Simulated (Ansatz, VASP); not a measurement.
## Two plane-wave programs on TiAl

The input INCAR:

```
SYSTEM = TiAl
ALGO = Fast
EDIFF = 1E-6
ENCUT = 520
GGA = PS
ISIF = 2
ISMEAR = 0
LASPH = .True.
LCHARG = .True.
LELF = .True.
LREAL = .False.
LVHAR = .True.
LWAVE = .False.
NBANDS = 14
NELM = 60
PREC = Accurate
SIGMA = 0.15
```

The input KPOINTS:

```
k-points
0
Gamma
  24 24 14
  0 0 0
```

File POSCAR:

```
TiAl
1.0
    2.8478212847      0.0000000000      0.0000000000
   -1.4239106423      2.4662855780      0.0000000000
    0.0000000000      0.0000000000      4.6199447394
Ti Al
1 1
Direct
   -0.0756613679     -0.0810936097      0.0000000000
    0.3333333333      0.6666666667      0.5000000000
```

Input for Ansatz:

```yaml
crystal:
  lattice:
    - [2.8478212847, 0.0, 0.0]
    - [-1.4239106423, 2.466285578, 0.0]
    - [0.0, 0.0, 4.6199447394]
  atoms:
    - { symbol: Ti, position: [-0.0756613679, -0.0810936097, 0.0] }
    - { symbol: Al, position: [0.3333333333, 0.6666666667, 0.5] }
basis:
  ecutwfc: 420
kpoints:
  mp_grid: { grid: [24, 24, 14] }
hamiltonian:
  xc: pbesol
scf:
  occupations: { method: gaussian, width: 0.15 }
output:
  forces: true
  stress: true
  eigenvalues: true
  write_density: true
  write_potential: true
  elf: true
  volumetric_format: npy
```

Alike in both runs: task single point; functional PBEsol; k mesh 24 × 24 × 14; occupations gaussian, width 0.15 eV; no spin polarisation.

|  | VASP | Ansatz |
| --- | --- | --- |
| version | VASP 6.6.1 | Ansatz 0.2.0 |
| potentials or method | VASP PAW PBE potentials, release 64 (Ti_sv, Al), cutoff 520 eV | scalar-relativistic, plane waves, PAW |
| valence electrons in the cell | 15 | 15 |

|  | VASP | Ansatz | Ansatz less VASP |
| --- | --- | --- | --- |
| gap on the k mesh at the Fermi level (eV) | none | none | - |
| pressure (GPa) | 0.3 | 0.5 | +0.15 |
| traceless stress, the component that is largest in VASP (GPa) | -3.78 | -3.74 | +0.043 |
| rms of the force components (eV/Å) | 0.262 | 0.262 | +0.0001 |

VASP's potentials were made for PBE, not for PBEsol. Atom by atom the forces differ by 0.000 eV/Å (rms over components). A gap of «none» marks a metal or a gap that the smearing closes.
